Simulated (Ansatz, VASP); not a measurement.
Pd in VASP and in Ansatz

Contents of INCAR:

```
SYSTEM = Pd
PREC     = Accurate       ! precision mode
ENCUT    = 520            ! plane-wave cutoff, eV
EDIFF    = 1E-6           ! SCF threshold, eV
ISMEAR   = -1             ! smearing method
SIGMA    = 0.03           ! smearing width, eV
LREAL    = .FALSE.        ! projectors in reciprocal space
LASPH    = .TRUE.         ! aspherical terms in the spheres
NELM     = 100            ! most SCF steps
ALGO     = Fast           ! electronic algorithm
ISIF     = 2              ! what is computed and relaxed
LWAVE    = .FALSE.        ! write WAVECAR
LCHARG   = .TRUE.         ! write CHGCAR
GGA      = PE             ! functional
LELF     = .TRUE.         ! ELF
LVHAR    = .TRUE.       
NBANDS   = 11             ! bands
```

File KPOINTS:

```
regular mesh
0
G
  8 8 8
  0 0 0
```

The input POSCAR:

```
Pd
1.0
    0.0000000000      1.9465000000      1.9465000000
    1.9465000000      0.0000000000      1.9465000000
    1.9465000000      1.9465000000      0.0000000000
Pd
1
Direct
    0.0000000000      0.0000000000      0.0000000000
```

Contents of input.yaml:

```yaml
crystal:
  lattice:
    - [0.0, 1.9465, 1.9465]
    - [1.9465, 0.0, 1.9465]
    - [1.9465, 1.9465, 0.0]
  atoms:
    - { symbol: Pd, position: [0.0, 0.0, 0.0] }
kpoints:
  mp_grid: { grid: [8, 8, 8] }
scf:
  occupations: { method: fermi_dirac, width: 0.03 }
hamiltonian:
  xc: pbe
  pseudopotentials: { kind: all_electron, lapw: { basis_error: 0.002 } }
output:
  forces: true
  stress: true
  eigenvalues: true
```

Alike in both runs: task single point; functional PBE; k mesh 8 × 8 × 8; occupations fermi-dirac, width 0.03 eV; no spin polarisation.

|  | VASP | Ansatz |
| --- | --- | --- |
| version | VASP 6.6.1 | Ansatz 0.2.0 |
| potentials or method | VASP PAW PBE potentials, release 64 (Pd), cutoff 520 eV | all-electron LAPW, scalar-relativistic |

|  | VASP | Ansatz | Ansatz less VASP |
| --- | --- | --- | --- |
| gap on the k mesh at the Fermi level (eV) | none | none | - |
| pressure (GPa) | 7.7 | 7.9 | +0.15 |

A gap of «none» marks a metal or a gap that the smearing closes. Ansatz ran all-electron here, and VASP with PAW potentials.

Noted on Ansatz's run: the k mesh is thin for a metal, which can move the energy by tens of meV per atom.
